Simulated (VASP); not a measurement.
Write the native input for VASP 6.6.1 that does the following.

| Item | Value |
| --- | --- |
| Task | single point |
| Functional | PBE |
| Potentials or basis | VASP PAW PBE potentials, release 64 (Al, Ni) |
| Cutoff | 520 eV |
| k mesh | 12 × 12 × 12, shifted |
| Occupations | gaussian, width 0.05 eV |
| Spin | non-collinear spin, typed start, spin-orbit coupling |
| Starting moments | [[0.0, 0.0, 0.0], [0.0, 0.0, 0.8]] μB |
| Dipole correction | no |
| Further INCAR settings | ALGO = Normal; EDIFF = 1e-06; NBANDS = 25 |

The structure of AlNi lies in POSCAR:

```
AlNi
1.0
    2.8933713769      0.0000000000      0.0000000000
    0.0000000000      2.8933713769      0.0000000000
    0.0000000000      0.0000000000      2.8933713769
Al Ni
1 1
Direct
    0.0000000000      0.0000000000      0.0000000000
    0.5000000000      0.5000000000      0.5000000000
```

The input as run:

INCAR

```
SYSTEM = AlNi
  PREC = Accurate
  ENCUT = 520
  EDIFF = 1E-6
  ISMEAR = 0
  SIGMA = 0.05
  LREAL = .False.
  LASPH = .True.
  NELM = 150
  ALGO = Normal
  ISIF = 2
  LWAVE = .False.
  LCHARG = .True.
  MAGMOM = 0 0 0 0 0 0.8
  LORBIT = 11
  LSORBIT = .True.
  GGA_COMPAT = .False.
  LORBMOM = .True.
  LMAXMIX = 4
  GGA = PE
  LVHAR = .True.
  NBANDS = 25
```

KPOINTS

```
Automatic mesh
0
Gamma
  12 12 12
  0.5 0.5 0.5
```

Potentials or basis: VASP PAW PBE potentials, release 64 (Al, Ni).

Launch:

```sh
$ cat potpaw_PBE.64/Al/POTCAR potpaw_PBE.64/Ni/POTCAR > POTCAR
$ mpirun -np 1 vasp_ncl > vasp.out
```

Results of the run:

```yaml
Pressure: 0.0 GPa
Net_moment: 0.00 μB per cell
Valence_electrons_inside_the_program's_atomic_spheres: Al 0.79; Ni 9.44
```

It took 11 min on 1 thread of Intel Xeon 8259CL (shared host), peak memory 0.34 GiB.
